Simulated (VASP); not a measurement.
# ZnSn2N3 (P6/mmm) in VASP: notebook

Runs on ZnSn2N3. Level: PBE. Tasks: single point, relaxation of cell and atoms.

Program: VASP 6.6.1. These are calculated values, not measurements. Logs are shortened: lines on timing, memory, paths and dates and some standing lists are left out, and cuts for length are marked.

### 1 The cell of the first run

Symmetry: P6/mmm, No. 191, hexagonal system. Conventional cell: a = 5.859 Å, b = 5.859 Å, c = 2.947 Å, α = 90.00°, β = 90.00°, γ = 120.00°. Within 3.9 Å of Zn (site symmetry 6/mmm) lie 2 Zn at 2.95 Å and 12 N at 3.28 Å and 6 Sn at 3.38 Å. Sn (site symmetry -6m2) has 6 N at 2.24 Å and 2 Sn at 2.95 Å within 3.0 Å. Within 3.0 Å of N (site symmetry mmm) lie 4 Sn at 2.24 Å and 6 N at 2.93 to 2.95 Å.

The cell was generated, and may not be a known phase.

### 2 Single point, PBE

Contents of INCAR:

```
ALGO     = Fast           # electronic algorithm
EDIFF    = 1E-6           # SCF threshold, eV
ENCUT    = 520            # plane-wave cutoff, eV
GGA      = PE             # functional
ISIF     = 2              # what is computed and relaxed
ISMEAR   = 0              # smearing method
LASPH    = T              # aspherical terms in the spheres
LCHARG   = F              # write CHGCAR
LREAL    = F              # projectors in reciprocal space
LWAVE    = F              # write WAVECAR
NBANDS   = 36             # bands
NELM     = 80             # most SCF steps
PREC     = Accurate       # precision mode
SIGMA    = 0.1            # smearing width, eV
```

Contents of KPOINTS:

```
k-points
0
Gamma
  6 6 12
```

Contents of POSCAR:

```
ZnSn2N3
1.0
    5.8591767232      0.0000000000      0.0000000000
   -2.9295883616      5.0741958875      0.0000000000
    0.0000000000      0.0000000000      2.9466277295
Zn Sn N
1 2 3
Direct
    0.0000000000      0.0000000000      0.0000000000
    0.3333333333      0.6666666667      0.0000000000
    0.6666666667      0.3333333333      0.0000000000
    0.5000000000      0.0000000000      0.5000000000
    0.5000000000      0.5000000000      0.5000000000
    0.0000000000      0.5000000000      0.5000000000
```

Potentials or basis: VASP PAW PBE potentials, release 64 (Zn, Sn_d, N).

Command:

```bash
> cat potpaw_PBE.64/Zn/POTCAR potpaw_PBE.64/Sn_d/POTCAR potpaw_PBE.64/N/POTCAR > POTCAR
> mpirun -np 1 vasp_std > vasp.out
```

OUTCAR:

```text
EDIFF = 1E-6
   ENCUT = 520
   GGA = PE
   ISIF = 2
   ISMEAR = 0
   LASPH = T
   LREAL = F
   NELM = 80
   PREC = Accurate

 ion  position               nearest neighbor table
   1  0.000  0.000  0.000-   2 3.38   3 3.38   2 3.38   3 3.38   3 3.38   2 3.38
   2  0.333  0.667  0.000-   4 2.24   4 2.24   6 2.24   6 2.24   5 2.24   5 2.24   3 3.38   3 3.38
                             1 3.38   1 3.38   1 3.38   3 3.38
   3  0.667  0.333  0.000-   4 2.24   4 2.24   6 2.24   6 2.24   5 2.24   5 2.24   2 3.38   2 3.38
                             1 3.38   1 3.38   1 3.38   2 3.38
   4  0.500  0.000  0.500-   2 2.24   3 2.24   2 2.24   3 2.24
   5  0.500  0.500  0.500-   2 2.24   3 2.24   2 2.24   3 2.24
   6  0.000  0.500  0.500-   2 2.24   3 2.24   2 2.24   3 2.24

  LATTYP: Found a hexagonal cell.
 ALAT       =     5.8591767232
 C/A-ratio  =     0.5029081505

  Lattice vectors:

 A1 = (   5.8591767232,   0.0000000000,   0.0000000000)
 A2 = (  -2.9295883616,   5.0741958875,   0.0000000000)
 A3 = (   0.0000000000,   0.0000000000,   2.9466277295)

Analysis of symmetry for initial positions (statically):
=====================================================================
 Subroutine PRICEL returns:
 Original cell was already a primitive cell.

 Routine SETGRP: Setting up the symmetry group for a
 hexagonal supercell.

 Subroutine GETGRP returns: Found 24 space group operations
 (whereof 24 operations were pure point group operations)
 out of a pool of 24 trial point group operations.

The static configuration has the point symmetry D_6h.

Analysis of symmetry for dynamics (positions and initial velocities):
=====================================================================
 Subroutine PRICEL returns:
 Original cell was already a primitive cell.

 Routine SETGRP: Setting up the symmetry group for a
 hexagonal supercell.

 Subroutine GETGRP returns: Found 24 space group operations
 (whereof 24 operations were pure point group operations)
 out of a pool of 24 trial point group operations.

The dynamic configuration has the point symmetry D_6h.

 Subroutine INISYM returns: Found 24 space group operations
 (whereof 24 operations are pure point group operations),
 and found     1 'primitive' translations

----------------------------------------------------------------------------------------

                                     Primitive cell

  volume of cell :      87.6050

  direct lattice vectors                    reciprocal lattice vectors
     5.859176723  0.000000000  0.000000000     0.170672442  0.098537780  0.000000000
    -2.929588362  5.074195888  0.000000000     0.000000000  0.197075561  0.000000000
     0.000000000  0.000000000  2.946627729     0.000000000  0.000000000  0.339371000

  length of vectors
     5.859176723  5.859176723  2.946627729     0.197075561  0.197075561  0.339371000

  position of ions in fractional coordinates (direct lattice)
     0.000000000  0.000000000  0.000000000
     0.333333333  0.666666667  0.000000000
     0.666666667  0.333333333  0.000000000
     0.500000000  0.000000000  0.500000000
     0.500000000  0.500000000  0.500000000
     0.000000000  0.500000000  0.500000000

  ion indices of the primitive-cell ions
   primitive index   ion index
                 1           1
                 2           2
                 3           3
                 4           4
                 5           5
                 6           6

----------------------------------------------------------------------------------------

 KPOINTS: k-points

Automatic generation of k-mesh.
 Grid dimensions read from file:
 generate k-points for:    6    6   12

 Generating k-lattice:

  Cartesian coordinates                     Fractional coordinates (reciprocal lattice)
     0.028445407  0.016422963  0.000000000     0.166666667 -0.000000000  0.000000000
     0.000000000  0.032845927  0.000000000     0.000000000  0.166666667  0.000000000
     0.000000000  0.000000000  0.028280917     0.000000000  0.000000000  0.083333333

  Length of vectors
     0.032845927  0.032845927  0.028280917

  Shift w.r.t. Gamma in fractional coordinates (k-lattice)
     0.000000000  0.000000000  0.000000000

 Subroutine IBZKPT returns following result:
 ===========================================

 Found     49 irreducible k-points:

 Following reciprocal coordinates:
            Coordinates               Weight
  0.000000  0.000000  0.000000      1.000000
  0.166667  0.000000  0.000000      6.000000
  0.333333  0.000000  0.000000      6.000000
  0.500000  0.000000  0.000000      3.000000
  0.166667  0.166667  0.000000      6.000000
  0.333333  0.166667  0.000000     12.000000
[... 16 lines left out ...]
  0.166667  0.000000  0.250000     12.000000
  0.333333  0.000000  0.250000     12.000000
 [... further k-points ...]
   k-points           NKPTS =     49   k-points in BZ     NKDIM =     49   number of bands    NBANDS=     36
[... 49 lines left out ...]
   NGX = 21   NGY = 21   NGZ = 11

 number of electron      54.9999987 magnetization

 Free energy of the ion-electron system (eV)
  ---------------------------------------------------
  ext. energy  EPLUGINS =         0.00000000
  ---------------------------------------------------
  free energy    TOTEN  =       -27.73814884 eV

  energy without entropy =      -27.71336176  energy(sigma->0) =      -27.72575530

 E-fermi :   6.1109     XC(G=0): -11.0317

 val. band max:        6.0812540349   @ k =   0.3333   0.1667   0.1667
 cond. band min:       6.1122940176   @ k =   0.1667   0.1667   0.3333
 fundamental gap:      0.0310399827
 Fermi energy:         6.1109442917

 k-point     1 :       0.0000    0.0000    0.0000
  band No.  band energies     occupation
      1     -15.2755      2.00000
      2     -15.2315      2.00000
      3     -15.0832      2.00000
      4     -15.0832      2.00000
      5     -14.9668      2.00000
      6     -14.9668      2.00000
[... 28 lines left out ...]
     35      15.5345      0.00000
     36      15.5360      0.00000

 k-point     2 :       0.1667    0.0000    0.0000
  band No.  band energies     occupation
      1     -15.2730      2.00000
      2     -15.2343      2.00000
      3     -15.0908      2.00000
      4     -15.0811      2.00000
      5     -14.9702      2.00000
      6     -14.9584      2.00000
[... 28 lines left out ...]
     35      15.2999      0.00000
     36      15.8688      0.00000

 k-point     3 :       0.3333    0.0000    0.0000
  band No.  band energies     occupation
      1     -15.2665      2.00000
      2     -15.2414      2.00000
      3     -15.1036      2.00000
      4     -15.0767      2.00000
      5     -14.9771      2.00000
      6     -14.9438      2.00000
[... 28 lines left out ...]
     35      14.5874      0.00000
     36      15.3737      0.00000

 k-point     4 :       0.5000    0.0000    0.0000
  band No.  band energies     occupation
      1     -15.2613      2.00000
      2     -15.2470      2.00000
      3     -15.1093      2.00000
      4     -15.0743      2.00000
      5     -14.9807      2.00000
      6     -14.9373      2.00000
[... 28 lines left out ...]
     35      14.1512      0.00000
     36      14.4195      0.00000

 k-point     5 :       0.1667    0.1667    0.0000
  band No.  band energies     occupation
      1     -15.2684      2.00000
      2     -15.2393      2.00000
      3     -15.1038      2.00000
      4     -15.0729      2.00000
      5     -14.9803      2.00000
      6     -14.9440      2.00000
[... 655 lines left out ...]
 k-point    22 :       0.0000    0.0000    0.2500
  band No.  band energies     occupation
      1     -15.1331      2.00000
      2     -15.1331      2.00000
      3     -15.0243      2.00000
      4     -15.0099      2.00000
      5     -15.0099      2.00000
      6     -14.9701      2.00000
[... 28 lines left out ...]
     35      12.9654      0.00000
     36      15.1318      0.00000

 k-point    23 :       0.1667    0.0000    0.2500
  band No.  band energies     occupation
      1     -15.1350      2.00000
      2     -15.1252      2.00000
      3     -15.0240      2.00000
      4     -15.0167      2.00000
      5     -15.0143      2.00000
      6     -14.9799      2.00000
[... 28 lines left out ...]
     35      13.0083      0.00000
     36      15.0191      0.00000

 k-point    24 :       0.3333    0.0000    0.2500
  band No.  band energies     occupation
      1     -15.1388      2.00000
      2     -15.1053      2.00000
      3     -15.0271      2.00000
      4     -15.0269      2.00000
      5     -15.0173      2.00000
      6     -15.0040      2.00000
[... 28 lines left out ...]
     35      13.0769      0.00000
     36      14.6463      0.00000

 [... further k-points ...]

------------------------ aborting loop because EDIFF is reached ----------------------------------------

  FORCE on cell =-STRESS in cart. coord.  units (eV):
  Direction    XX          YY          ZZ          XY          YZ          ZX
  --------------------------------------------------------------------------------------
  -------------------------------------------------------------------------------------
  Total        0.0747200      0.0747200      0.1560412      0.0000000     -0.0000000     -0.0000000
  in kB        1.3665265      1.3665265      2.8537819      0.0000000     -0.0000000     -0.0000000
  external PRESSURE =       1.8622783 kB  Pullay stress =       0.0000000 kB

 VOLUME and BASIS-vectors are now :
 -----------------------------------------------------------------------------
  energy-cutoff  :      520.00
  volume of cell :       87.61
      direct lattice vectors                 reciprocal lattice vectors
     5.859176723  0.000000000  0.000000000     0.170672442  0.098537780  0.000000000
    -2.929588362  5.074195888  0.000000000     0.000000000  0.197075561  0.000000000
     0.000000000  0.000000000  2.946627729     0.000000000  0.000000000  0.339371000

 POSITION                                       TOTAL-FORCE (eV/Angst)
 -----------------------------------------------------------------------------------
      0.00000      0.00000      0.00000         0.000000      0.000000      0.000000
     -0.00000      3.38280      0.00000         0.000000     -0.000000      0.000000
      2.92959      1.69140      0.00000        -0.000000      0.000000      0.000000
      2.92959      0.00000      1.47331         0.000000      0.000000      0.000000
      1.46479      2.53710      1.47331         0.000000      0.000000      0.000000
     -1.46479      2.53710      1.47331         0.000000      0.000000      0.000000
 -----------------------------------------------------------------------------------
    total drift:                               -0.000000      0.000000      0.000000

  FREE ENERGIE OF THE ION-ELECTRON SYSTEM (eV)
  ---------------------------------------------------
  free  energy   TOTEN  =       -27.7381488448 eV

  energy  without entropy=      -27.7133617646  energy(sigma->0) =      -27.72575530
```

It took 5 min on 1 thread of Oxide Virtual Turin-like, shared host; peak memory 0.28 GiB.

Results:

```
Free energy            : -27.7381 eV
Pressure               : 0.2 GPa
Band gap on the k mesh : zero (an odd number of electrons rules out a gap without spin polarisation)
```

Caveat: spin-orbit coupling is left out, which moves the levels of the heavy elements; an odd number of electrons without spin polarisation forces a metal; a magnetic or distorted state may lie lower.

### 3 Relaxation of cell and atoms, PBE

This run uses another cell than the first one, of 15.99 Å³/atom.

Contents of INCAR:

```
SYSTEM = ZnSn2N3
  PREC = Accurate
  ENCUT = 600
  EDIFF = 1E-7
  ISMEAR = 0
  SIGMA = 0.1
  LREAL = .False.
  LASPH = .True.
  NELM = 80
  ALGO = Fast
  ISIF = 3
  LWAVE = .False.
  LCHARG = .False.
  GGA = PE
  IBRION = 2
  NSW = 90
  EDIFFG = -0.04
```

Contents of KPOINTS:

```
Automatic mesh
0
Gamma
  3 3 6
  0 0 0
```

Contents of POSCAR:

```
ZnSn2N3
1.0
    5.8213275100      0.0000000000      0.0000000000
   -2.9106637500      5.0414175000      0.0000000000
    0.0000000000      0.0000000000      3.2697610900
Zn Sn N
1 2 3
Direct
    0.0000000000      0.0000000000      0.0000000000
    0.3333333300      0.6666666700      0.0000000000
    0.6666666700      0.3333333300      0.0000000000
    0.5000000000      0.0000000000      0.5000000000
    0.5000000000      0.5000000000      0.5000000000
    0.0000000000      0.5000000000      0.5000000000
```

Potentials or basis: VASP PAW PBE potentials, release 64 (Zn, Sn_d, N).

Command:

```bash
> cat potpaw_PBE.64/Zn/POTCAR potpaw_PBE.64/Sn_d/POTCAR potpaw_PBE.64/N/POTCAR > POTCAR
> mpirun -np 1 vasp_std > vasp.out
```

Wall time 6.1 min (1 thread of Oxide Virtual Turin-like, shared host); peak memory 0.23 GiB.

It converged, with:

- Free energy: -27.7563 eV
- Relaxed volume: 14.62 Å³/atom
- Relaxed cell: a = 5.862 Å, b = 5.862 Å, c = 2.947 Å, α = 90.00°, β = 90.00°, γ = 120.00°
- Space group after relaxing (to 0.1 Å): P6/mmm (No. 191)
- Energy gained by relaxing: 145.8 meV/atom
- Ionic steps: 5
- Pressure after relaxing: -0.3 GPa
- Band gap on the k mesh: zero (an odd number of electrons rules out a gap without spin polarisation)

The path:
```csv
step,energy change (eV),largest force (eV/Å),pressure (GPa),volume (Å³)
1,0.0000,0.0000,-8.84,95.96
2,-0.8014,0.0000,5.43,83.81
3,-0.8612,0.0000,1.84,85.91
4,-0.8611,0.0000,1.50,86.11
5,-0.8745,0.0000,-0.31,87.70
```

Final structure:
```yaml
crystal:
  lattice:
    - [5.86170, 0.00000, 0.00000]
    - [-2.93085, 5.07638, 0.00000]
    - [0.00000, 0.00000, 2.94733]
  atoms:
    - { symbol: Zn, position: [0.00000, 0.00000, 0.00000] }
    - { symbol: Sn, position: [0.33333, 0.66667, 0.00000] }
    - { symbol: Sn, position: [0.66667, 0.33333, 0.00000] }
    - { symbol: N, position: [0.50000, 0.00000, 0.50000] }
    - { symbol: N, position: [0.50000, 0.50000, 0.50000] }
    - { symbol: N, position: [0.00000, 0.50000, 0.50000] }
```

Levels at points of the mesh, in eV from the Fermi level:
```csv
k point,band 26,band 27,band 28,band 29,band 30,band 31
"(0.00, 0.00, 0.00)",-0.30,-0.22,-0.22,-0.15,4.45,4.45
"(0.00, 0.00, 0.50)",-0.17,-0.17,0.49,0.79,1.63,2.01
```

Caveat: the k points lie up to 0.41 Å⁻¹ apart in the final cell, too coarse for converged energies and pressures of a metal; spin-orbit coupling is left out, which moves the levels of the heavy elements; an odd number of electrons without spin polarisation forces a metal; a magnetic or distorted state may lie lower.

### 4 Relaxation of cell and atoms, PBE

Contents of INCAR:

```
SYSTEM = ZnSn2N3
  ALGO = Fast
  EDIFF = 1E-6
  EDIFFG = -0.01
  ENCUT = 600
  GGA = PE
  IBRION = 2
  ISIF = 3
  ISMEAR = 0
  LASPH = .TRUE.
  LCHARG = .FALSE.
  LREAL = .FALSE.
  LWAVE = .FALSE.
  NELM = 80
  NSW = 100
  PREC = Accurate
  SIGMA = 0.1
```

Contents of KPOINTS:

```
k-points
0
G
  6 6 12
  0 0 0
```

Contents of POSCAR:

```
ZnSn2N3
1.0
    5.8551567079      0.0000000000      0.0000000000
   -2.9275783539      5.0707144521      0.0000000000
    0.0000000000      0.0000000000      2.9467159519
Zn Sn N
1 2 3
Direct
    0.0000000000      0.0000000000      0.0000000000
    0.3333333333      0.6666666667      0.0000000000
    0.6666666667      0.3333333333      0.0000000000
    0.5000000000      0.0000000000      0.5000000000
    0.5000000000      0.5000000000      0.5000000000
    0.0000000000      0.5000000000      0.5000000000
```

Command:

```bash
> cat potpaw_PBE.64/Zn/POTCAR potpaw_PBE.64/Sn_d/POTCAR potpaw_PBE.64/N/POTCAR > POTCAR
> mpirun -np 1 vasp_std > vasp.out
```

It took 7.6 min on 1 thread of Oxide Virtual Turin-like, shared host; peak memory 0.31 GiB.

Results (log left out):

```yaml
Free_energy: -27.7427 eV
Relaxed_volume: 14.61 Å³/atom
Relaxed_cell: a = 5.859 Å, b = 5.859 Å, c = 2.949 Å, α = 90.00°, β = 90.00°, γ = 120.00°
Space_group_after_relaxing_to_0.1_Å: P6/mmm (No. 191)
Energy_gained_by_relaxing: 0.0 meV/atom
Ionic_steps: 3
Pressure_after_relaxing: 0.1 GPa
Band_gap_on_the_k_mesh: zero (an odd number of electrons rules out a gap without spin polarisation)
```

Step by step:
```csv
step,energy change (eV),largest force (eV/Å),pressure (GPa),volume (Å³)
1,0.0000,0.0000,0.23,87.49
2,-0.0001,0.0000,-0.12,87.75
3,-0.0001,0.0000,0.07,87.67
```

Final structure:
```
Zn Sn N
1.0
     5.85934    0.00000    0.00000
    -2.92967    5.07434    0.00000
     0.00000    0.00000    2.94880
Zn Sn N
1 2 3
Direct
  0.00000 0.00000 0.00000
  0.33333 0.66667 0.00000
  0.66667 0.33333 0.00000
  0.50000 0.00000 0.50000
  0.50000 0.50000 0.50000
  0.00000 0.50000 0.50000
```

Levels at points of the mesh, in eV from the Fermi level:
```tsv
k point	band 24	band 25	band 26	band 27	band 28	band 29	band 30	band 31
(0.00, 0.00, 0.00)	-0.92	-0.92	-0.21	-0.15	-0.15	-0.09	4.53	4.53
(0.50, 0.00, 0.00)	-1.33	-0.80	-0.38	-0.15	-0.14	1.19	3.90	4.02
(0.00, 0.00, 0.50)	-1.91	-1.91	-0.10	-0.10	0.54	0.82	1.66	2.08
(0.50, 0.00, 0.50)	-1.95	-0.99	-0.91	-0.77	0.16	0.98	2.49	2.87
```

Caveat: spin-orbit coupling is left out, which moves the levels of the heavy elements; an odd number of electrons without spin polarisation forces a metal; a magnetic or distorted state may lie lower.

### 5 The runs side by side

```csv
task,cell,k mesh,cutoff (eV),gap on the mesh (eV),pressure (GPa),relaxed volume (Å³/atom)
single point,"a = 5.859, b = 5.859, c = 2.947 Å, angles 90.0, 90.0, 120.0°, 6 atoms",6 × 6 × 12,520,none,0.2,-
relaxation of cell and atoms,"relaxed from a = 5.821, b = 5.821, c = 3.270 Å, angles 90.0, 90.0, 120.0°, 6 atoms",3 × 3 × 6,600,none,-0.3,14.62
relaxation of cell and atoms,"relaxed from a = 5.855, b = 5.855, c = 2.947 Å, angles 90.0, 90.0, 120.0°, 6 atoms",6 × 6 × 12,600,none,0.1,14.61
```

Alike in all rows: level PBE; potentials or basis VASP PAW PBE potentials, release 64 (Zn, Sn_d, N); no spin polarisation; smearing gaussian 0.1 eV.

Caveats: some runs use coarse meshes; spin-orbit coupling is left out, which moves the levels of the heavy elements; an odd number of electrons without spin polarisation forces a metal; a magnetic or distorted state may lie lower.

Total energies depend on the potentials used, so only differences within one code and one set of settings carry meaning.

The gap in the log of VASP goes by the Fermi energy; the results here count the filled bands.